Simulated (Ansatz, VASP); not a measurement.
**One calculation of Rh, two programs**

```
Rh
1.0
     0.00000    1.90002    1.90002
     1.90002    0.00000    1.90002
     1.90002    1.90002    0.00000
Rh
1
Cartesian
  0.0000 0.0000 0.0000
```

Alike in both runs: functional r2SCAN; k mesh 18 × 18 × 18; occupations gaussian, width 0.1 eV; no spin polarisation.

Ansatz relaxed the structure, and its values are those at the end. VASP's run is a single point on that final structure, the one shown.

```csv
,VASP,Ansatz
version,VASP 6.6.1,Ansatz 0.2.0
potentials or method,"VASP PAW PBE potentials, release 64 (Rh_sv_GW), cutoff 680 eV","scalar-relativistic, plane waves, PAW"
valence electrons in the cell,17,17
```

|  | VASP | Ansatz | Ansatz less VASP |
| --- | --- | --- | --- |
| gap on the k mesh at the Fermi level (eV) | none | none | - |
| pressure (GPa) | 0.0 | 0.0 | -0.03 |

VASP's potentials were made for PBE, not for r2SCAN. A gap of «none» marks a metal or a gap that the smearing closes.
